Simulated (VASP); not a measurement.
A run of VASP 6.6.1:

File INCAR:

```
SYSTEM = MgW
PREC = Accurate
ENCUT = 520
EDIFF = 1E-6
ISMEAR = 0
SIGMA = 0.1
LREAL = .False.
LASPH = .True.
NELM = 80
ALGO = Normal
ISIF = 2
LWAVE = .False.
LCHARG = .False.
GGA = PE
NBANDS = 24
```

Contents of KPOINTS:

```
regular mesh
0
Gamma
  4 4 4
  0 0 0
```

Contents of POSCAR:

```
MgW
1.0
    4.8539246927      0.0000000000      0.0151355739
    0.0000000000      3.1528933002      0.0000000000
   -0.0134817122      0.0000000000      4.4861549705
Mg W
2 2
Direct
    0.5000000000      0.2503900147      0.7500000000
    0.5000000000      0.7496099853      0.2500000000
    0.0000000000      0.7484287703      0.7500000000
    0.0000000000      0.2515712297      0.2500000000
```

Potentials or basis: VASP PAW PBE potentials, release 64 (Mg, W_sv).

Launch:

```bash
$ cat potpaw_PBE.64/Mg/POTCAR potpaw_PBE.64/W_sv/POTCAR > POTCAR
$ mpirun -np 1 vasp_std > vasp.out
```

Hardware: 1 thread of Intel(R) Xeon(R) Platinum 8259CL CPU @ 2.50GHz (Skylake/Cascade Lake) (shared host).

Problem. How long does it take, and how much memory?

Solution. Wall time 28 s on 1 thread of Intel(R) Xeon(R) Platinum 8259CL CPU @ 2.50GHz (Skylake/Cascade Lake) (shared host), peak memory 0.2 GiB. Counts: scf iterations 12, k points 30.
